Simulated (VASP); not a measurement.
# Bi (Pm-3m) in VASP: further runs

The runs below take Bi through single point, with LDA.

Program: VASP 6.6.1. These are calculated values, not measurements. Logs are shortened: lines on timing, memory, paths and dates and some standing lists are left out, and cuts for length are marked.

## Step 1: The cell of the first run

The structure is cubic, space group Pm-3m (No. 221). The conventional cell has a = 3.152 Å, b = 3.152 Å, c = 3.152 Å, α = 90.00°, β = 90.00°, γ = 90.00°. Within 4.1 Å of Bi (site symmetry m-3m) lie 6 Bi at 3.15 Å.

## Step 2: Single point, LDA (volume scaled by 0.96)

INCAR reads:

```
PREC = Accurate
ENCUT = 520
EDIFF = 1E-6
ISMEAR = -1
SIGMA = 0.1
LREAL = False
LASPH = True
NELM = 80
ALGO = Normal
ISIF = 2
LWAVE = False
LCHARG = True
LELF = True
LVHAR = True
NBANDS = 14
```

KPOINTS reads:

```
regular mesh
0
Gamma
  11 11 11
```

POSCAR reads:

```
Bi
1.0
    3.1523879118      0.0000000000      0.0000000000
    0.0000000000      3.1523879118      0.0000000000
    0.0000000000      0.0000000000      3.1523879118
Bi
1
Direct
    0.0000000000      0.0000000000      0.0000000000
```

Potentials or basis: VASP PAW LDA potentials, release 64 (Bi_d).

Started as:

```bash
cat potpaw_LDA.64/Bi_d/POTCAR > POTCAR
mpirun -np 1 vasp_std > vasp.out
```

OUTCAR:

```text
PREC = Accurate
   ENCUT = 520
   EDIFF = 1E-6
   ISMEAR = -1
   LREAL = False
   LASPH = True
   NELM = 80
   ISIF = 2

 ion  position               nearest neighbor table
   1  0.000  0.000  0.000-

  LATTYP: Found a simple cubic cell.
 ALAT       =     3.1523879118

  Lattice vectors:

 A1 = (   3.1523879118,   0.0000000000,   0.0000000000)
 A2 = (   0.0000000000,   3.1523879118,   0.0000000000)
 A3 = (   0.0000000000,   0.0000000000,   3.1523879118)

Analysis of symmetry for initial positions (statically):
=====================================================================
 Subroutine PRICEL returns:
 Original cell was already a primitive cell.

 Routine SETGRP: Setting up the symmetry group for a
 simple cubic supercell.

 Subroutine GETGRP returns: Found 48 space group operations
 (whereof 48 operations were pure point group operations)
 out of a pool of 48 trial point group operations.

The static configuration has the point symmetry O_h .

Analysis of symmetry for dynamics (positions and initial velocities):
=====================================================================
 Subroutine PRICEL returns:
 Original cell was already a primitive cell.

 Routine SETGRP: Setting up the symmetry group for a
 simple cubic supercell.

 Subroutine GETGRP returns: Found 48 space group operations
 (whereof 48 operations were pure point group operations)
 out of a pool of 48 trial point group operations.

The dynamic configuration has the point symmetry O_h .

 Subroutine INISYM returns: Found 48 space group operations
 (whereof 48 operations are pure point group operations),
 and found     1 'primitive' translations

----------------------------------------------------------------------------------------

                                     Primitive cell

  volume of cell :      31.3270

  direct lattice vectors                    reciprocal lattice vectors
     3.152387912  0.000000000  0.000000000     0.317219843  0.000000000  0.000000000
     0.000000000  3.152387912  0.000000000     0.000000000  0.317219843  0.000000000
     0.000000000  0.000000000  3.152387912     0.000000000  0.000000000  0.317219843

  length of vectors
     3.152387912  3.152387912  3.152387912     0.317219843  0.317219843  0.317219843

  position of ions in fractional coordinates (direct lattice)
     0.000000000  0.000000000  0.000000000

  ion indices of the primitive-cell ions
   primitive index   ion index
                 1           1

----------------------------------------------------------------------------------------

 KPOINTS: regular mesh

Automatic generation of k-mesh.
 Grid dimensions read from file:
 generate k-points for:   11   11   11

 Generating k-lattice:

  Cartesian coordinates                     Fractional coordinates (reciprocal lattice)
     0.028838168  0.000000000  0.000000000     0.090909091  0.000000000  0.000000000
     0.000000000  0.028838168  0.000000000     0.000000000  0.090909091  0.000000000
     0.000000000  0.000000000  0.028838168     0.000000000  0.000000000  0.090909091

  Length of vectors
     0.028838168  0.028838168  0.028838168

  Shift w.r.t. Gamma in fractional coordinates (k-lattice)
     0.000000000  0.000000000  0.000000000

 Subroutine IBZKPT returns following result:
 ===========================================

 Found     56 irreducible k-points:

 Following reciprocal coordinates:
            Coordinates               Weight
  0.000000  0.000000  0.000000      1.000000
  0.090909  0.000000  0.000000      6.000000
  0.181818  0.000000  0.000000      6.000000
  0.272727  0.000000  0.000000      6.000000
  0.363636  0.000000  0.000000      6.000000
  0.454545  0.000000  0.000000      6.000000
[... 16 lines left out ...]
  0.181818  0.090909  0.090909     24.000000
  0.272727  0.090909  0.090909     24.000000
 [... further k-points ...]
   k-points           NKPTS =     56   k-points in BZ     NKDIM =     56   number of bands    NBANDS=     14
   number of dos      NEDOS =    301   number of ions     NIONS =      1
   total plane-waves  NPLWV =  13824
   dimension x,y,z NGX =    24 NGY =   24 NGZ =   24
   dimension x,y,z NGXF=    48 NGYF=   48 NGZF=   48
   ions per type =               1
   NGX,Y,Z   is equivalent  to a cutoff of  12.66, 12.66, 12.66 a.u.
   NGXF,Y,Z  is equivalent  to a cutoff of  25.31, 25.31, 25.31 a.u.
 SYSTEM =  unknown system
   PREC   = accura    normal or accurate (medium, high low for compatibility)
   ISTART =      0    job   : 0-new  1-cont  2-samecut
   ICHARG =      2    charge: 1-file 2-atom 10-const
   ISPIN  =      1    spin polarized calculation?
   LNONCOLLINEAR =      F non collinear calculations
   LSORBIT =      F    spin-orbit coupling
   LASPH  =      T    aspherical Exc in radial PAW
   ENCUT  =  520.0 eV  38.22 Ry    6.18 a.u.   5.86  5.86  5.86*2*pi/ulx,y,z
   NELM   =     80;   NELMIN=  2; NELMDL= -5     # of ELM steps
   EDIFF  = 0.1E-05   stopping-criterion for ELM
   LREAL  =      F    real-space projection
   EDIFFG = 0.1E-04   stopping-criterion for IOM
   NSW    =      0    number of steps for IOM
   IBRION =     -1    ionic relax: 0-MD 1-quasi-New 2-CG
   NFREE  =      0    steps in history (QN), initial steepest desc. (CG)
   ISIF   =      2    stress and relaxation
   ISYM   =      2    0-nonsym 1-usesym 2-fastsym
   POTIM  = 0.5000    time-step for ionic-motion
   TEBEG  =    0.0;   TEEND  =   0.0 temperature during run
   PSTRESS=    0.0 pullay stress
   NELECT =      15.0000    total number of electrons
   NUPDOWN=      -1.0000    fix difference up-down
   EMIN   =  10.00;   EMAX   =-10.00  energy-range for DOS
   EFERMI =   0.00;   METHOD = LEGACY
   ISMEAR =    -1;   SIGMA  =   0.10  broadening in eV -4-tet -1-fermi 0-gaus
   EFERMI_NEDOS =   21; number of points for ismear=-14 and -15
   IALGO  =     38    algorithm
   IMIX   =      4    mixing-type and parameters
     AMIX     =   0.40;   BMIX     =  1.00
     AMIX_MAG =   1.60;   BMIX_MAG =  1.00
  volume/ion in A,a.u.               =      31.33       211.41
  Fermi-wavevector in a.u.,A,eV,Ry     =   1.280754  2.420273 22.318043  1.640330
  Thomas-Fermi vector in A             =   2.413163
   LORBIT       =      0    0 simple, 1 ext, 2 COOP (PROOUT), +10 PAW based schemes
   GGA     = CA    functional components
   LHFCALC =     F    Hartree Fock is set to
   AEXX    =    0.0000 exact exchange contribution
   IVDW    =     0    specifies the selected vdW correction
   LEPSILON=     F    determine dielectric tensor
   LRPA    =     F    only Hartree local field effects (RPA)
 non-spin polarized calculation
  energy-cutoff  :      520.00
  volume of cell :       31.33
 maximum number of plane-waves:       861
 NGX is ok and might be reduce to    24
   NGX = 11   NGY = 11   NGZ = 11

 number of electron      15.0000000 magnetization

 Free energy of the ion-electron system (eV)
  ---------------------------------------------------
  ext. energy  EPLUGINS =         0.00000000
  ---------------------------------------------------
  free energy    TOTEN  =        -4.52445101 eV

  energy without entropy =       -4.50513600  energy(sigma->0) =       -4.51479350

 E-fermi :   7.4337     XC(G=0): -10.3676

 val. band max:        7.3748135068   @ k =   0.1818   0.0909   0.0909
 cond. band min:       7.5319884241   @ k =   0.1818   0.1818   0.0000
 fundamental gap:      0.1571749173
 Fermi energy:         7.4336949512

 k-point     1 :       0.0000    0.0000    0.0000
  band No.  band energies     occupation
      1     -15.5863      2.00000
      2     -15.5863      2.00000
      3     -15.1444      2.00000
      4     -15.1444      2.00000
      5     -15.1444      2.00000
      6      -6.2963      2.00000
      7      10.8170      0.00000
      8      10.8170      0.00000
      9      10.8170      0.00000
     10      14.3332      0.00000
     11      15.6467      0.00000
     12      15.6467      0.00000
     13      24.7178      0.00000
     14      24.7178      0.00000

 k-point     2 :       0.0909    0.0000    0.0000
  band No.  band energies     occupation
      1     -15.5847      2.00000
      2     -15.5581      2.00000
      3     -15.1536      2.00000
      4     -15.1536      2.00000
      5     -15.1436      2.00000
      6      -6.1810      2.00000
      7       9.4134      0.00000
      8      10.9478      0.00000
      9      10.9478      0.00000
     10      14.7642      0.00000
     11      15.7246      0.00000
     12      16.8986      0.00000
     13      23.9925      0.00000
     14      24.5290      0.00000

 k-point     3 :       0.1818    0.0000    0.0000
  band No.  band energies     occupation
      1     -15.5805      2.00000
      2     -15.4824      2.00000
      3     -15.1781      2.00000
      4     -15.1781      2.00000
      5     -15.1416      2.00000
      6      -5.8411      2.00000
      7       7.1306      1.90792
      8      11.3215      0.00000
      9      11.3215      0.00000
     10      15.1375      0.00000
     11      15.9598      0.00000
     12      19.6490      0.00000
     13      22.5774      0.00000
     14      23.6481      0.00000
[... 324 lines left out ...]
 k-point    23 :       0.1818    0.0909    0.0909
  band No.  band energies     occupation
      1     -15.5374      2.00000
      2     -15.4647      2.00000
      3     -15.1878      2.00000
      4     -15.1869      2.00000
      5     -15.1601      2.00000
      6      -5.6119      2.00000
      7       7.3748      1.28619
      8       9.9562      0.00000
      9      10.1267      0.00000
     10      16.9229      0.00000
     11      17.4123      0.00000
     12      19.6907      0.00000
     13      21.2010      0.00000
     14      21.6772      0.00000

 k-point    24 :       0.2727    0.0909    0.0909
  band No.  band energies     occupation
      1     -15.5320      2.00000
      2     -15.3644      2.00000
      3     -15.2206      2.00000
      4     -15.2194      2.00000
      5     -15.1573      2.00000
      6      -5.0770      2.00000
      7       5.2037      2.00000
      8      10.5148      0.00000
      9      10.6746      0.00000
     10      17.1441      0.00000
     11      17.6086      0.00000
     12      19.8381      0.00000
     13      19.8730      0.00000
     14      22.8964      0.00000

 [... further k-points ...]

------------------------ aborting loop because EDIFF is reached ----------------------------------------

  FORCE on cell =-STRESS in cart. coord.  units (eV):
  Direction    XX          YY          ZZ          XY          YZ          ZX
  --------------------------------------------------------------------------------------
  -------------------------------------------------------------------------------------
  Total        0.5682850      0.5682850      0.5682850     -0.0000000      0.0000000     -0.0000000
  in kB       29.0641643     29.0641643     29.0641643     -0.0000000      0.0000000     -0.0000000
  external PRESSURE =      29.0641643 kB  Pullay stress =       0.0000000 kB

 VOLUME and BASIS-vectors are now :
 -----------------------------------------------------------------------------
  energy-cutoff  :      520.00
  volume of cell :       31.33
      direct lattice vectors                 reciprocal lattice vectors
     3.152387912  0.000000000  0.000000000     0.317219843  0.000000000  0.000000000
     0.000000000  3.152387912  0.000000000     0.000000000  0.317219843  0.000000000
     0.000000000  0.000000000  3.152387912     0.000000000  0.000000000  0.317219843

 POSITION                                       TOTAL-FORCE (eV/Angst)
 -----------------------------------------------------------------------------------
      0.00000      0.00000      0.00000         0.000000      0.000000      0.000000
 -----------------------------------------------------------------------------------
    total drift:                                0.000000     -0.000000      0.000000

  FREE ENERGIE OF THE ION-ELECTRON SYSTEM (eV)
  ---------------------------------------------------
  free  energy   TOTEN  =        -4.5244510052 eV

  energy  without entropy=       -4.5051359966  energy(sigma->0) =       -4.51479350
```

Wall time 12 s (1 thread of Intel Xeon 8259CL, shared host); peak memory 0.14 GiB.

What came out:

| Property | Result |
| --- | --- |
| Free energy | -4.5245 eV |
| Pressure | 2.9 GPa |

Levels at points of the mesh, in eV from the Fermi level:
```tsv
k point	band 4	band 5	band 6	band 7	band 8	band 9	band 10	band 11
(0.00, 0.00, 0.00)	-22.58	-22.58	-13.73	3.38	3.38	3.38	6.90	8.21
```

Caveat: the cell differs from its parent crystal (volume scaled by 0.96); spin-orbit coupling is left out, which moves the levels of the heavy elements.

## Step 3: Single point, LDA

This run uses another cell than the first one, of 32.63 Å³/atom, 1.042 times its volume.

INCAR: that of step 2 with these lines changed.

```diff
@@ -11,5 +11,3 @@
 LWAVE = False
-LCHARG = True
-LELF = True
-LVHAR = True
+LCHARG = False
 NBANDS = 14
```

KPOINTS reads:

```
Automatic mesh
0
Gamma
  10 10 10
```

POSCAR reads:

```
Bi
1.0
    3.1955766747      0.0000000000      0.0000000000
    0.0000000000      3.1955766747      0.0000000000
    0.0000000000      0.0000000000      3.1955766747
Bi
1
Direct
    0.0000000000      0.0000000000      0.0000000000
```

Potentials or basis: VASP PAW LDA potentials, release 64 (Bi_d).

Started as:

```bash
cat potpaw_LDA.64/Bi_d/POTCAR > POTCAR
mpirun -np 1 vasp_std > vasp.out
```

Wall time 8.2 s (1 thread of Intel Xeon 8259CL, shared host); peak memory 0.14 GiB.

Results (log left out):

| Item | Value |
| --- | --- |
| Free energy | -4.5476 eV |
| Pressure | 0.1 GPa |

Levels at points of the mesh, in eV from the Fermi level:
| k point | band 5 | band 6 | band 7 | band 8 | band 9 | band 10 |
| --- | --- | --- | --- | --- | --- | --- |
| (0.00, 0.00, 0.00) | -22.54 | -13.42 | 3.30 | 3.30 | 3.30 | 6.69 |
| (0.50, 0.00, 0.00) | -22.54 | -11.36 | -5.22 | 5.32 | 5.32 | 9.87 |
| (0.50, 0.50, 0.00) | -22.41 | -9.31 | -3.26 | -3.26 | 2.70 | 7.46 |
| (0.50, 0.50, 0.50) | -22.40 | -7.21 | -1.40 | -1.40 | -1.40 | 5.48 |

Caveat: spin-orbit coupling is left out, which moves the levels of the heavy elements.

[end of part 1 of 2]
